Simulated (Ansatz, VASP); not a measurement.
WC in VASP and in Ansatz

```
CELL_PARAMETERS angstrom
2.90650 0.00000 0.00000
-1.45325 2.51710 0.00000
0.00000 0.00000 2.83660
ATOMIC_POSITIONS crystal
W 0.00000 0.00000 0.00000
C 0.68387 0.33333 0.50000
```

Alike in both runs: task single point; functional PBE; k mesh 12 × 12 × 11; no spin polarisation.

|  | VASP | Ansatz |
| --- | --- | --- |
| version | VASP 6.6.1 | Ansatz 0.2.0 |
| potentials or method | VASP PAW PBE potentials, release 64 (W_sv, C) | plane waves, PAW |
| plane-wave cutoff (eV) | 520 | 420 |
| occupations | gaussian, width 0.1 eV | gaussian |
| valence electrons in the cell | 18 | 18 |

|  | VASP | Ansatz | Ansatz less VASP |
| --- | --- | --- | --- |
| rms of the force components (eV/Å) | 0.466 | 0.464 | -0.0022 |

Atom by atom the forces differ by 0.002 eV/Å (rms over components).

Spin-orbit coupling is off throughout.
